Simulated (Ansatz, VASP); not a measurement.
CoO: VASP beside Ansatz

The input INCAR:

```
ALGO = Normal
EDIFF = 1E-6
ENCUT = 700
GGA = PE
GGA_COMPAT = F
ISIF = 2
ISMEAR = -1
LASPH = T
LCHARG = F
LREAL = F
LWAVE = F
NBANDS = 18
NELM = 120
PREC = Accurate
SIGMA = 0.05
```

File KPOINTS:

```
k-points
0
Gamma
  10 10 10
```

File POSCAR:

```
CoO
1.0
    0.0000000000      2.3436418400      2.3436418400
    2.3436418400      0.0000000000      2.3436418400
    2.3436418400      2.3436418400      0.0000000000
Co O
1 1
Direct
    0.0000000000      0.0000000000      0.0000000000
    0.2500000000      0.2500000000      0.2500000000
```

File input.yaml:

```yaml
crystal:
  lattice:
    - [0.0, 2.34364184, 2.34364184]
    - [2.34364184, 0.0, 2.34364184]
    - [2.34364184, 2.34364184, 0.0]
  atoms:
    - { symbol: Co, position: [0.0, 0.0, 0.0] }
    - { symbol: O, position: [0.25, 0.25, 0.25] }
hamiltonian:
  xc: pbe
  pseudopotentials: { kind: paw }
kpoints:
  mp_grid: { grid: [10, 10, 10] }
scf:
  occupations: { method: fermi_dirac, width: 0.05 }
output:
  forces: true
  stress: true
  eigenvalues: true
```

Alike in both runs: task single point; functional PBE; k mesh 10 × 10 × 10; occupations fermi-dirac, width 0.05 eV; no spin polarisation.

```csv
,VASP,Ansatz
version,VASP 6.6.1,Ansatz 0.2.0
potentials or method,"VASP PAW PBE potentials, release 64 (Co_sv, O)",Ansatz PAW
plane-wave cutoff (eV),700,420
valence electrons in the cell,23,23
```

```tsv
	VASP	Ansatz	Ansatz less VASP
gap on the k mesh at the Fermi level (eV)	none	none	-
pressure (GPa)	-25.1	-24.6	+0.50
```

A gap of «none» marks a metal or a gap that the smearing closes.
